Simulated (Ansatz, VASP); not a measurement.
**SiC in VASP and in Ansatz**

```
CELL_PARAMETERS angstrom
5.16047 0.00000 0.00000
0.00000 5.16047 0.00000
0.00000 0.00000 5.16047
ATOMIC_POSITIONS crystal
Si 0.75000 0.50000 0.00000
Si 0.50000 0.00000 0.75000
Si 0.00000 0.75000 0.50000
Si 0.00000 0.25000 0.50000
Si 0.25000 0.50000 0.00000
Si 0.50000 0.00000 0.25000
C 0.50000 0.75000 0.00000
C 0.75000 0.00000 0.50000
C 0.00000 0.50000 0.75000
C 0.25000 0.00000 0.50000
C 0.00000 0.50000 0.25000
C 0.50000 0.25000 0.00000
```

Alike in both runs: task single point; functional PBE; k mesh 4 × 4 × 4; occupations gaussian, width 0.1 eV; no spin polarisation.

```csv
,VASP,Ansatz
version,VASP 6.6.1,Ansatz 0.2.0
potentials or method,"VASP PAW PBE potentials, release 64 (Si, C), cutoff 520 eV","scalar-relativistic, plane waves, PAW"
valence electrons in the cell,48,48
```

```tsv
	VASP	Ansatz	Ansatz less VASP
gap on the k mesh at the Fermi level (eV)	2.06	2.06	+0.004
least direct gap on the mesh (eV)	2.14	2.14	+0.004
pressure (GPa)	23.1	23.2	+0.13
```
